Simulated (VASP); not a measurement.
## LiH: single point with r2SCAN

Crystal: LiH.

```
Li H
1.0
    -0.01001    1.99732    1.99732
     1.99732   -0.01001    1.99732
     1.99732    1.99732   -0.01001
Li H
1 1
Direct
  0.00000 0.00000 0.00000
  0.50000 0.50000 0.50000
```

This cell differs from its parent crystal: equal xy, yz and zx engineering shears of -0.5 %.

| Quantity | Value |
| --- | --- |
| Program | VASP 6.6.1 |
| Task | single point |
| Functional | r2SCAN |
| Potentials or basis | VASP PAW PBE potentials, release 64 (Li_sv, H) |
| Cutoff | 830 eV |
| k mesh | 10 × 10 × 10 |
| Occupations | gaussian, width 0.01 eV |
| Spin | no spin polarisation |

The pressure is 0.0 GPa. The band gap on the k mesh is 3.58 eV.

Stress tensor (GPa, compression positive):
```
-0.03  0.21  0.21
 0.21 -0.03  0.21
 0.21  0.21 -0.03
```

Levels at points of the mesh, in eV from the valence-band top:
```tsv
k point	band 1	band 2	band 3	band 4	band 5
(0.00, 0.00, 0.00)	-45.71	-5.46	17.65	19.32	19.32
(0.50, 0.00, 0.00)	-45.67	-2.67	5.65	14.99	18.15
(0.50, 0.50, 0.00)	-45.66	0.00	3.58	11.66	11.83
(0.50, 0.50, 0.50)	-45.67	-2.59	5.72	14.85	18.05
```

Run time: 57 s on 1 thread of Intel(R) Xeon(R) 6975P-C (Granite Rapids), on a shared host, peak memory 0.17 GiB.

Caveat: the cell differs from its parent crystal (equal xy, yz and zx engineering shears of -0.5 %); the PAW data sets were made with another functional, which shifts forces and pressure a little. A k mesh can miss the band edges.
